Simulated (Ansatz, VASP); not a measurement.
## Lu3TlF6 in VASP and in Ansatz

```
F Tl Lu
1.0
     0.00000    6.17870    0.00000
     6.17870    0.00000    0.00000
     3.08935    3.08935   -4.38606
F Tl Lu
6 1 3
Direct
  0.00000 0.34212 0.00000
  0.34212 0.00000 0.00000
  0.00000 0.65788 0.00000
  0.65788 0.00000 0.00000
  0.27139 0.27139 0.45722
  0.72861 0.72861 0.54278
  0.00000 0.00000 0.00000
  0.50000 0.50000 0.00000
  0.75000 0.25000 0.50000
  0.25000 0.75000 0.50000
```

Alike in both runs: functional PBE; k mesh 6 × 6 × 6; no spin polarisation.

Ansatz relaxed the structure, and its values are those at the end. VASP's run is a single point on that final structure, the one shown.

|  | VASP | Ansatz |
| --- | --- | --- |
| version | VASP 6.6.1 | Ansatz 0.2.0 |
| potentials or method | VASP PAW PBE potentials, release 64 (F, Tl_d, Lu), cutoff 520 eV | PAW plane waves |
| occupations | fermi-dirac, width 0.1 eV | fermi-dirac |
| valence electrons in the cell | 130 | 130 |

VASP gave:

| Item | Value |
| --- | --- |
| pressure (GPa) | 18.3 |
| rms of the force components (eV/Å) | 0.053 |

Task: Estimate Ansatz's values.

Result: Pressure (GPa): 18.1; rms of the force components (eV/Å): 0.001.

Ansatz's warnings: stress scf threshold loose.

Neither program's run includes spin-orbit coupling.
